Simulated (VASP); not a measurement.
# HF in VASP: single point with r2SCAN

Aim: the single point of HF with r2SCAN.

Everything below comes from runs of VASP 6.6.1. Logs are shortened: lines on timing, memory, paths and dates and some standing lists are left out, and cuts for length are marked.

## (1) The cell of the first run

The cell holds a disordered packing, 16 atoms: a = 6.479 Å, b = 6.479 Å, c = 6.479 Å, α = 90.00°, β = 90.00°, γ = 90.00°.

## (2) Single point, r2SCAN

Input file POSCAR:

```
HF
1.0
    6.4792240000      0.0000000000      0.0000000000
    0.0000000000      6.4792240000      0.0000000000
    0.0000000000      0.0000000000      6.4792240000
F H
8 8
Direct
    0.3909086485      0.0555335072      0.8371867377
    0.5866279928      0.3652352067     -0.0102790430
    0.0807431219      0.3993122108      0.2512719321
    0.4254127252      0.7526080523      0.0632554700
    0.0677761714      0.0166540583      0.2359122698
    0.5295543977      0.3147958410      0.5122401977
    0.8759776958      0.7009853449      0.1259255756
    0.6071043960      0.9496217955      0.3565110448
    0.4616803551      0.1807765710      0.8679965165
    0.5420040846      0.5027083750      0.0074003577
   -0.0050014807      0.5091354036      0.2030965828
    0.4100513510      0.8681974152     -0.0299420997
    0.0492173769      0.1629336433      0.2396390669
    0.5447294957      0.1840914810      0.4523611977
    0.9285413957      0.8305994740      0.1755919945
    0.5272369725      0.8671928203      0.2657245989
```

Input file INCAR.step1:

```
PREC = Accurate ; ENCUT = 1110
ISMEAR = -1 ; SIGMA = 0.05
LREAL = Auto ; LASPH = True
NELM = 120 ; NBANDS = 46
GGA = PE ; ALGO = Normal
EDIFF = 1E-5 ; LWAVE = True
LCHARG = False ; GGA_COMPAT = False
```

Input file INCAR.step2:

```
PREC = Accurate ; ENCUT = 1110
EDIFF = 1E-6 ; ISMEAR = -1
SIGMA = 0.05 ; LREAL = Auto
LASPH = True ; NELM = 120
ALGO = Normal ; ISIF = 2
LWAVE = False ; LCHARG = False
METAGGA = R2SCAN ; LMIXTAU = True
NBANDS = 46 ; ISTART = 1
GGA_COMPAT = False
```

Input file KPOINTS:

```
Automatic mesh
0
Gamma
  1 1 1
```

Potentials or basis: VASP PAW PBE potentials, release 64 (F_h, H_h).

On the command line:

```console
$ cat potpaw_PBE.64/F_h/POTCAR potpaw_PBE.64/H_h/POTCAR > POTCAR
$ cp INCAR.step1 INCAR
$ mpirun -np 1 vasp_gam > vasp.out
$ cp INCAR.step2 INCAR
$ mpirun -np 1 vasp_gam > vasp.out
```

OUTCAR:

```text
PREC = Accurate
   ENCUT = 1110
   EDIFF = 1E-6
   ISMEAR = -1
   LREAL = Auto
   LASPH = True
   NELM = 120
   ISIF = 2
   METAGGA = R2SCAN
   ISTART = 1

 ion  position               nearest neighbor table
   1  0.391  0.056  0.837-   9 0.95
   2  0.587  0.365  0.990-  10 0.94
   3  0.081  0.399  0.251-  11 0.96
   4  0.425  0.753  0.063-  12 0.97
   5  0.068  0.017  0.236-  13 0.96
   6  0.530  0.315  0.512-  14 0.94
[... 8 lines left out ...]
  15  0.929  0.831  0.176-   7 0.96
  16  0.527  0.867  0.266-   8 0.95

  LATTYP: Found a simple cubic cell.
 ALAT       =     6.4792240000

  Lattice vectors:

 A1 = (   6.4792240000,   0.0000000000,   0.0000000000)
 A2 = (   0.0000000000,   6.4792240000,   0.0000000000)
 A3 = (   0.0000000000,   0.0000000000,   6.4792240000)

Analysis of symmetry for initial positions (statically):
=====================================================================
 Subroutine PRICEL returns:
 Original cell was already a primitive cell.

 Routine SETGRP: Setting up the symmetry group for a
 simple cubic supercell.

 Subroutine GETGRP returns: Found  1 space group operations
 (whereof  1 operations were pure point group operations)
 out of a pool of 48 trial point group operations.

The static configuration has the point symmetry C_1 .

Analysis of symmetry for dynamics (positions and initial velocities):
=====================================================================
 Subroutine PRICEL returns:
 Original cell was already a primitive cell.

 Routine SETGRP: Setting up the symmetry group for a
 simple cubic supercell.

 Subroutine GETGRP returns: Found  1 space group operations
 (whereof  1 operations were pure point group operations)
 out of a pool of 48 trial point group operations.

The dynamic configuration has the point symmetry C_1 .

 Subroutine INISYM returns: Found  1 space group operations
 (whereof  1 operations are pure point group operations),
 and found     1 'primitive' translations

----------------------------------------------------------------------------------------

                                     Primitive cell

  volume of cell :     272.0001

  direct lattice vectors                    reciprocal lattice vectors
     6.479224000  0.000000000  0.000000000     0.154339470  0.000000000  0.000000000
     0.000000000  6.479224000  0.000000000     0.000000000  0.154339470  0.000000000
     0.000000000  0.000000000  6.479224000     0.000000000  0.000000000  0.154339470

  length of vectors
     6.479224000  6.479224000  6.479224000     0.154339470  0.154339470  0.154339470

  position of ions in fractional coordinates (direct lattice)
     0.390908649  0.055533507  0.837186738
     0.586627993  0.365235207  0.989720957
     0.080743122  0.399312211  0.251271932
     0.425412725  0.752608052  0.063255470
     0.067776171  0.016654058  0.235912270
     0.529554398  0.314795841  0.512240198
[... 8 lines left out ...]
     0.928541396  0.830599474  0.175591995
     0.527236972  0.867192820  0.265724599

  ion indices of the primitive-cell ions
   primitive index   ion index
                 1           1
                 2           2
                 3           3
                 4           4
                 5           5
                 6           6
[... 8 lines left out ...]
                15          15
                16          16

----------------------------------------------------------------------------------------

 KPOINTS: Automatic mesh

Automatic generation of k-mesh.
 Grid dimensions read from file:
 generate k-points for:    1    1    1

 Generating k-lattice:

  Cartesian coordinates                     Fractional coordinates (reciprocal lattice)
     0.154339470  0.000000000  0.000000000     1.000000000  0.000000000  0.000000000
     0.000000000  0.154339470  0.000000000     0.000000000  1.000000000  0.000000000
     0.000000000  0.000000000  0.154339470     0.000000000  0.000000000  1.000000000

  Length of vectors
     0.154339470  0.154339470  0.154339470

  Shift w.r.t. Gamma in fractional coordinates (k-lattice)
     0.000000000  0.000000000  0.000000000

 Subroutine IBZKPT returns following result:
 ===========================================

 Found      1 irreducible k-points:

 Following reciprocal coordinates:
            Coordinates               Weight
  0.000000  0.000000  0.000000      1.000000
   k-points           NKPTS =      1   k-points in BZ     NKDIM =      1   number of bands    NBANDS=     46
   number of dos      NEDOS =    301   number of ions     NIONS =     16
   total plane-waves  NPLWV = 343000
   dimension x,y,z NGX =    70 NGY =   70 NGZ =   70
   dimension x,y,z NGXF=   140 NGYF=  140 NGZF=  140
   ions per type =               8   8
   NGX,Y,Z   is equivalent  to a cutoff of  17.96, 17.96, 17.96 a.u.
   NGXF,Y,Z  is equivalent  to a cutoff of  35.92, 35.92, 35.92 a.u.
 SYSTEM =  unknown system
   PREC   = accura    normal or accurate (medium, high low for compatibility)
   ISTART =      1    job   : 0-new  1-cont  2-samecut
   ICHARG =      0    charge: 1-file 2-atom 10-const
   ISPIN  =      1    spin polarized calculation?
   LNONCOLLINEAR =      F non collinear calculations
   LSORBIT =      F    spin-orbit coupling
   LASPH  =      T    aspherical Exc in radial PAW
   ENCUT  = 1110.0 eV  81.58 Ry    9.03 a.u.  17.60 17.60 17.60*2*pi/ulx,y,z
   NELM   =    120;   NELMIN=  2; NELMDL=  0     # of ELM steps
   EDIFF  = 0.1E-05   stopping-criterion for ELM
   LREAL  =      T    real-space projection
   EDIFFG = 0.1E-04   stopping-criterion for IOM
   NSW    =      0    number of steps for IOM
   IBRION =     -1    ionic relax: 0-MD 1-quasi-New 2-CG
   NFREE  =      0    steps in history (QN), initial steepest desc. (CG)
   ISIF   =      2    stress and relaxation
   ISYM   =      2    0-nonsym 1-usesym 2-fastsym
   POTIM  = 0.5000    time-step for ionic-motion
   TEBEG  =    0.0;   TEEND  =   0.0 temperature during run
   PSTRESS=    0.0 pullay stress
   NELECT =      64.0000    total number of electrons
   NUPDOWN=      -1.0000    fix difference up-down
   EMIN   =  10.00;   EMAX   =-10.00  energy-range for DOS
   EFERMI =   0.00;   METHOD = LEGACY
   ISMEAR =    -1;   SIGMA  =   0.05  broadening in eV -4-tet -1-fermi 0-gaus
   EFERMI_NEDOS =   21; number of points for ismear=-14 and -15
   IALGO  =     38    algorithm
   IMIX   =      4    mixing-type and parameters
     AMIX     =   0.40;   BMIX     =  1.00
     AMIX_MAG =   1.60;   BMIX_MAG =  1.00
  volume/ion in A,a.u.               =      17.00       114.72
  Fermi-wavevector in a.u.,A,eV,Ry     =   1.010676  1.909900 13.897880  1.021465
  Thomas-Fermi vector in A             =   2.143679
   LORBIT       =      0    0 simple, 1 ext, 2 COOP (PROOUT), +10 PAW based schemes
   METAGGA = R2SCAN    functional components
   LHFCALC =     F    Hartree Fock is set to
   AEXX    =    0.0000 exact exchange contribution
   IVDW    =     0    specifies the selected vdW correction
   LEPSILON=     F    determine dielectric tensor
   LRPA    =     F    only Hartree local field effects (RPA)
 non-spin polarized calculation
  energy-cutoff  :     1110.00
  volume of cell :      272.00
 maximum number of plane-waves:     11444
 NGX is ok and might be reduce to    70
   NGX = 35   NGY = 35   NGZ = 35

 number of electron      64.0000005 magnetization

 Free energy of the ion-electron system (eV)
  ---------------------------------------------------
  ext. energy  EPLUGINS =         0.00000000
  ---------------------------------------------------
  free energy    TOTEN  =       -77.91958755 eV

  energy without entropy =      -77.91958755  energy(sigma->0) =      -77.91958755

 E-fermi :  -5.6916     XC(G=0):  -5.2990

 val. band max:       -6.9464579950   @ k =   0.0000   0.0000   0.0000
 cond. band min:       0.8595198900   @ k =   0.0000   0.0000   0.0000
 fundamental gap:      7.8059778850
 Fermi energy:        -5.6916362496

 k-point     1 :       0.0000    0.0000    0.0000
  band No.  band energies     occupation
      1     -30.5103      2.00000
      2     -30.1365      2.00000
      3     -29.9517      2.00000
      4     -29.7692      2.00000
      5     -29.5151      2.00000
      6     -29.4741      2.00000
[... 36 lines left out ...]
     43       7.3406      0.00000
     44       7.6522      0.00000
 [bands above 44 left out]

------------------------ aborting loop because EDIFF is reached ----------------------------------------

  FORCE on cell =-STRESS in cart. coord.  units (eV):
  Direction    XX          YY          ZZ          XY          YZ          ZX
  --------------------------------------------------------------------------------------
  -------------------------------------------------------------------------------------
  Total       -0.5501311     -2.2395644     -0.5544963     -0.2587874     -0.3073052     -0.0077947
  in kB       -3.2404683    -13.1918336     -3.2661808     -1.5243502     -1.8101372     -0.0459133
  external PRESSURE =      -6.5661609 kB  Pullay stress =       0.0000000 kB

 VOLUME and BASIS-vectors are now :
 -----------------------------------------------------------------------------
  energy-cutoff  :     1110.00
  volume of cell :      272.00
      direct lattice vectors                 reciprocal lattice vectors
     6.479224000  0.000000000  0.000000000     0.154339470  0.000000000  0.000000000
     0.000000000  6.479224000  0.000000000     0.000000000  0.154339470  0.000000000
     0.000000000  0.000000000  6.479224000     0.000000000  0.000000000  0.154339470

 POSITION                                       TOTAL-FORCE (eV/Angst)
 -----------------------------------------------------------------------------------
      2.53278      0.35981      5.42432         0.019911      0.020142     -0.005805
      3.80089      2.36644      6.41262        -0.049239      0.210340      0.018687
      0.52315      2.58723      1.62805         0.005367     -0.060732     -0.005976
      2.75634      4.87632      0.40985         0.018275     -0.076331      0.046221
      0.43914      0.10791      1.52853         0.026615     -0.093677     -0.010690
      3.43110      2.03963      3.31892        -0.003704     -0.009363      0.012410
[... 8 lines left out ...]
      6.01623      5.38164      1.13770         0.009981     -0.159013     -0.079029
      3.41609      5.61874      1.72169         0.108356      0.072170      0.083927
 -----------------------------------------------------------------------------------
    total drift:                                0.002135      0.000581      0.003395

  FREE ENERGIE OF THE ION-ELECTRON SYSTEM (eV)
  ---------------------------------------------------
  free  energy   TOTEN  =       -77.9195875515 eV

  energy  without entropy=      -77.9195875514  energy(sigma->0) =      -77.91958755
```

Wall time 2.2 min (1 thread of Intel Xeon 6975P-C (Granite Rapids), shared host); peak memory 0.74 GiB.

What came out:

- Free energy: -77.9196 eV
- Pressure: -0.7 GPa
- Largest force: 0.217 eV/Å

Forces in eV/Å, atoms in the order of the input:
```
F    0.020  0.020 -0.006
F   -0.049  0.210  0.019
F    0.005 -0.061 -0.006
F    0.018 -0.076  0.046
F    0.027 -0.094 -0.011
F   -0.004 -0.009  0.012
F    0.043  0.157  0.084
F   -0.111 -0.052 -0.054
H   -0.029 -0.012  0.059
H   -0.029 -0.197 -0.052
H   -0.023  0.023 -0.012
H    0.017  0.087 -0.072
H   -0.001  0.092 -0.019
H   -0.003 -0.001  0.005
H    0.010 -0.159 -0.079
H    0.108  0.072  0.084
```

Levels at points of the mesh, in eV from the Fermi level:
```csv
k point,band 29,band 30,band 31,band 32,band 33,band 34,band 35,band 36
"(0.00, 0.00, 0.00)",-2.37,-2.22,-1.28,-1.25,6.55,9.75,10.29,10.43
```

Caveat: the k points lie up to 0.97 Å⁻¹ apart, too coarse for converged energies, forces and pressures; the PAW data sets were made with another functional, which shifts forces and pressure a little.
